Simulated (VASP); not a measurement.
A run of VASP 6.6.1 is set up as follows.

Contents of INCAR:

```
PREC = Accurate ; ENCUT = 520
EDIFF = 1E-8 ; ISMEAR = -1
SIGMA = 0.05 ; LREAL = F
LASPH = T ; NELM = 60
ALGO = Normal ; ISIF = 2
LWAVE = F ; LCHARG = F
GGA = CA ; LEFG = T
NBANDS = 12
```

The input KPOINTS:

```
Automatic mesh
0
Gamma
  13 13 13
```

File POSCAR:

```
Tl
1.0
   -1.9215900000      1.9410000000      1.9410000000
    1.9410000000     -1.9215900000      1.9410000000
    1.9410000000      1.9410000000     -1.9215900000
Tl
1
Direct
    0.0000000000      0.0000000000      0.0000000000
```

Potentials or basis: VASP PAW LDA potentials, release 64 (Tl_d).

Run with:

```bash
$ cat potpaw_LDA.64/Tl_d/POTCAR > POTCAR
$ mpirun -np 1 vasp_std > vasp.out
```

Q: Predict the pressure.

A: -2.4 GPa.

Q: What does it give for the band gap on the k mesh?

A: Zero (an odd number of electrons rules out a gap without spin polarisation).

Stress tensor (GPa, compression positive):
```
-2.44 -0.06 -0.06
-0.06 -2.44 -0.06
-0.06 -0.06 -2.44
```

Caveat: the cell differs from its parent crystal (equal xy, yz and zx shear strains of +1 %); without QUAD_EFG the Cq values of the log hold for a quadrupole moment of 1 mb, not for the nuclei; spin-orbit coupling is left out, which moves the levels of the heavy elements.
